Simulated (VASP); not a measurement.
Wanted: the native input for a VASP 6.6.1 run.

| Item | Value |
| --- | --- |
| Task | single point |
| Functional | PBE |
| Potentials or basis | VASP PAW PBE potentials, release 64 (Zr_sv, Nb_sv, N) |
| Cutoff | 600 eV |
| k mesh | 5 × 5 × 5 |
| Occupations | gaussian, width 0.15 eV |
| Spin | no spin polarisation |
| Dipole correction | no |
| Further INCAR settings | ALGO = Normal; EDIFF = 1e-06; NBANDS = 38 |

The structure of ZrNb2N4 lies in POSCAR:

```
ZrNb2N4
1.0
   -2.1099137504      2.1099137504      5.3487254569
    2.1099137504     -2.1099137504      5.3487254569
    2.1099137504      2.1099137504     -5.3487254569
Zr Nb N
1 2 4
Direct
    0.0000000000      0.0000000000      0.0000000000
    0.3722899137      0.3722899137      0.0000000000
    0.6277100863      0.6277100863      0.0000000000
    0.5000000000      0.0000000000      0.5000000000
    0.0000000000      0.5000000000      0.5000000000
    0.2083725190      0.2083725190      0.0000000000
    0.7916274810      0.7916274810      0.0000000000
```

The cell was built from a structure type or drawn by symmetry, and may not be a known phase.

The input as run:

INCAR

```
ALGO = Normal ; EDIFF = 1E-6
ENCUT = 600 ; GGA = PE
GGA_COMPAT = F ; ISIF = 2
ISMEAR = 0 ; LASPH = T
LCHARG = F ; LREAL = F
LWAVE = F ; NBANDS = 38
NELM = 120 ; PREC = Accurate
SIGMA = 0.15
```

KPOINTS

```
k-points
0
Gamma
  5 5 5
```

Potentials or basis: VASP PAW PBE potentials, release 64 (Zr_sv, Nb_sv, N).

Run with:

```bash
$ cat potpaw_PBE.64/Zr_sv/POTCAR potpaw_PBE.64/Nb_sv/POTCAR potpaw_PBE.64/N/POTCAR > POTCAR
$ mpirun -np 1 vasp_std > vasp.out
```

Results of the run:

```
Pressure               : -0.3 GPa
Largest force          : 0.050 eV/Å
Band gap on the k mesh : zero (bands 29 and 30 overlap by 0.27 eV)
```

It took 4.5 min on 1 thread of Intel(R) Xeon(R) Platinum 8375C CPU @ 2.90GHz (Ice Lake) (shared host), peak memory 0.37 GiB.
